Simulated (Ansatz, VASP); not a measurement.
**Two plane-wave programs on SnO**

The input INCAR:

```
PREC = Accurate ; ENCUT = 520
EDIFF = 1E-6 ; ISMEAR = 0
SIGMA = 0.15 ; LREAL = False
LASPH = True ; NELM = 60
ALGO = Normal ; ISIF = 2
LWAVE = False ; LCHARG = False
GGA = PS ; NBANDS = 28
```

The input KPOINTS:

```
Automatic mesh
0
Gamma
  12 12 10
```

File POSCAR:

```
SnO
1.0
    4.0137586135      0.0000000000      0.0000000000
    0.0000000000      4.0137586135      0.0000000000
    0.0000000000      0.0000000000      4.4384142748
Sn O
2 2
Direct
    0.0000000000      0.5000000000      0.2425296443
    0.5000000000      0.0000000000      0.7574703557
    0.0000000000      0.0000000000      0.0000000000
    0.5000000000      0.5000000000      0.0000000000
```

Input for Ansatz:

```yaml
crystal:
  lattice:
    - [4.0137586135, 0.0, 0.0]
    - [0.0, 4.0137586135, 0.0]
    - [0.0, 0.0, 4.4384142748]
  atoms:
    - { symbol: Sn, position: [0.0, 0.5, 0.2425296443] }
    - { symbol: Sn, position: [0.5, 0.0, 0.7574703557] }
    - { symbol: O, position: [0.0, 0.0, 0.0] }
    - { symbol: O, position: [0.5, 0.5, 0.0] }
basis:
  ecutwfc: 520.0
kpoints:
  mp_grid: { grid: [12, 12, 10] }
hamiltonian:
  xc: pbesol
scf:
  occupations: { method: gaussian, width: 0.15 }
output:
  forces: true
  stress: true
  eigenvalues: true
```

Alike in both runs: task single point; functional PBEsol; k mesh 12 × 12 × 10; occupations gaussian, width 0.15 eV; no spin polarisation.

|  | VASP | Ansatz |
| --- | --- | --- |
| version | VASP 6.6.1 | Ansatz 0.2.0 |
| potentials or method | VASP PAW PBE potentials, release 64 (Sn_d, O), cutoff 520 eV | scalar-relativistic, plane waves, PAW |
| valence electrons in the cell | 40 | 40 |

```csv
,VASP,Ansatz,Ansatz less VASP
gap on the k mesh at the Fermi level (eV),0.55,0.55,0.000
least direct gap on the mesh (eV),1.60,1.61,+0.013
pressure (GPa),-4.8,-5.1,-0.24
"traceless stress, the component that is largest in VASP (GPa)",5.41,5.46,+0.055
rms of the force components (eV/Å),0.016,0.046,+0.0305
```

VASP's potentials were made for PBE, not for PBEsol. Atom by atom the forces differ by 0.030 eV/Å (rms over components).
